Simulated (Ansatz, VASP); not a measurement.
# LiF: VASP beside Ansatz

The input INCAR:

```
PREC     = Accurate       # precision mode
ENCUT    = 600            # plane-wave cutoff, eV
EDIFF    = 1E-6           # SCF threshold, eV
ISMEAR   = -1             # smearing method
SIGMA    = 0.05           # smearing width, eV
LREAL    = F              # projectors in reciprocal space
LASPH    = T              # aspherical terms in the spheres
NELM     = 60             # most SCF steps
ALGO     = Normal         # electronic algorithm
ISIF     = 3              # what is computed and relaxed
LWAVE    = F              # write WAVECAR
LCHARG   = F              # write CHGCAR
GGA      = RP             # functional
IBRION   = 2              # ionic algorithm
NSW      = 80             # ionic steps
EDIFFG   = -0.005         # ionic threshold
```

KPOINTS

```
regular mesh
0
Gamma
  10 10 10
```

File POSCAR:

```
LiF
1.0
    2.5595330000      0.0000000000      0.0000000000
    0.0000000000      2.5595330000      0.0000000000
    0.0000000000      0.0000000000      2.5595330000
F Li
1 1
Direct
    0.5000000000      0.5000000000      0.5000000000
    0.0000000000      0.0000000000      0.0000000000
```

File input.yaml:

```yaml
crystal:
  lattice:
    - [2.559533, 0.0, 0.0]
    - [0.0, 2.559533, 0.0]
    - [0.0, 0.0, 2.559533]
  atoms:
    - { symbol: F, position: [0.5, 0.5, 0.5] }
    - { symbol: Li, position: [0.0, 0.0, 0.0] }
kpoints:
  mp_grid: { grid: [10, 10, 10] }
scf:
  occupations: { method: fermi_dirac, width: 0.05 }
hamiltonian:
  xc: rpbe
  pseudopotentials: { kind: all_electron, lapw: { basis_error: 0.001 } }
output:
  forces: true
  stress: true
relax:
  f_tol: 0.005
  max_steps: 60
  cell: {}
```

Alike in both runs: task relaxation of cell and atoms; functional RPBE; k mesh 10 × 10 × 10; occupations fermi-dirac, width 0.05 eV; no spin polarisation.

|  | VASP | Ansatz |
| --- | --- | --- |
| version | VASP 6.6.1 | Ansatz 0.2.0 |
| potentials or method | VASP PAW PBE potentials, release 64 (F, Li_sv), cutoff 600 eV | all-electron LAPW, scalar-relativistic |

VASP gave:

```
relaxed volume (Å³/atom)                                     : 8.77
relaxed cell length with the largest relative difference (Å) : 2.598
```

Task: Estimate Ansatz's values.

Result: Relaxed volume (Å³/atom): 8.89; relaxed cell length with the largest relative difference (Å): 2.610.

VASP's potentials were made for PBE, not for RPBE. Ansatz ran all-electron here, and VASP with PAW potentials.

Noted on VASP's run: the cutoff is short for stress, so the pressure is rough.
